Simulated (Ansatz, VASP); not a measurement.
One calculation of SiGe, two programs

POSCAR

```
SiGe
1.0
    3.9044512986      0.0000000000      0.0000000000
   -1.9522256493      3.3813540124      0.0000000000
    0.0000000000      0.0000000000      6.4507830000
Si Ge
2 2
Direct
    0.6666666667      0.3333333333      0.9327394779
    0.3333333333      0.6666666667      0.4327394779
    0.6666666667      0.3333333333      0.5003920000
    0.3333333333      0.6666666667      0.0003920000
```

The input INCAR.step1:

```
ALGO = Normal ; EDIFF = 1E-4
ENCUT = 520 ; GGA = PE
ISMEAR = 0 ; LASPH = T
LCHARG = F ; LREAL = F
LWAVE = T ; NBANDS = 26
NELM = 100 ; PREC = Accurate
SIGMA = 0.05
```

File INCAR.step2:

```
ALGO = Normal ; EDIFF = 1E-7
ENCUT = 520 ; ISIF = 2
ISMEAR = 0 ; ISTART = 1
LASPH = T ; LCHARG = T
LELF = T ; LMIXTAU = T
LREAL = F ; LVHAR = T
LWAVE = F ; METAGGA = R2SCAN
NBANDS = 26 ; NELM = 100
PREC = Accurate ; SIGMA = 0.05
```

The input KPOINTS:

```
k-points
0
Gamma
  12 12 4
```

Input for Ansatz:

```yaml
crystal:
  lattice:
    - [3.9044512986, 0.0, 0.0]
    - [-1.9522256493, 3.3813540124, 0.0]
    - [0.0, 0.0, 6.450783]
  atoms:
    - { symbol: Si, position: [0.6666666667, 0.3333333333, 0.9327394779] }
    - { symbol: Si, position: [0.3333333333, 0.6666666667, 0.4327394779] }
    - { symbol: Ge, position: [0.6666666667, 0.3333333333, 0.500392] }
    - { symbol: Ge, position: [0.3333333333, 0.6666666667, 0.000392] }
basis:
  ecutwfc: 500
kpoints:
  mp_grid: { grid: [12, 12, 4] }
hamiltonian:
  xc: r2scan
scf:
  occupations: { method: gaussian, width: 0.05 }
output:
  forces: true
  stress: true
  eigenvalues: true
```

Change from the starting cell: all Si atoms moved +0.375 Å, as atom 1 along Cartesian [0 0 1].

Alike in both runs: task single point; functional r2SCAN; k mesh 12 × 12 × 4; occupations gaussian, width 0.05 eV; no spin polarisation.

|  | VASP | Ansatz |
| --- | --- | --- |
| version | VASP 6.6.1 | Ansatz 0.2.0 |
| potentials or method | VASP PAW PBE potentials, release 64 (Si, Ge_d), cutoff 520 eV | scalar-relativistic, plane waves, PAW |
| valence electrons in the cell | 36 | 36 |

VASP gave:

```
gap on the k mesh at the Fermi level (eV)                     : none
pressure (GPa)                                                : 2.8
traceless stress, the component that is largest in VASP (GPa) : -8.48
rms of the force components (eV/Å)                            : 1.275
```

Task: Estimate Ansatz's values.

Result: gap on the k mesh at the Fermi level (eV): none; pressure (GPa): 2.9; traceless stress, the component that is largest in VASP (GPa): -8.48; rms of the force components (eV/Å): 1.272.

VASP's potentials were made for PBE, not for r2SCAN. Atom by atom the forces differ by 0.004 eV/Å (rms over components). A gap of «none» marks a metal or a gap that the smearing closes.
